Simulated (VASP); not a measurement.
A run of VASP 6.6.1:

INCAR

```
SYSTEM = Ti
PREC = Accurate
ENCUT = 520
EDIFF = 1E-7
ISMEAR = -1
SIGMA = 0.1
LREAL = .FALSE.
LASPH = .TRUE.
NELM = 80
ALGO = Normal
ISIF = 2
LWAVE = .FALSE.
LCHARG = .TRUE.
GGA = CA
LELF = .TRUE.
LVHAR = .TRUE.
NBANDS = 19
```

KPOINTS

```
regular mesh
0
G
  21 21 12
  0 0 0
```

File POSCAR:

```
Ti
1.0
    2.8638698861      0.0000000000      0.0000000000
   -1.4319349430      2.4801840745      0.0000000000
    0.0000000000      0.0000000000      4.5399943151
Ti
2
Direct
    0.3333333333      0.6666666667      0.2500000000
    0.6666666667      0.3333333333      0.7500000000
```

Potentials or basis: VASP PAW LDA potentials, release 64 (Ti_sv).

Command:

```console
$ cat potpaw_LDA.64/Ti_sv/POTCAR > POTCAR
$ mpirun -np 1 vasp_std > vasp.out
```

Hardware: 1 thread of Intel Xeon 8259CL (shared host).

Question: How long does it take, and how much memory?

Answer: Wall time 5 min on 1 thread of Intel Xeon 8259CL, with other jobs on the host, peak memory 0.27 GiB. Counts: scf iterations 15, k points 336.
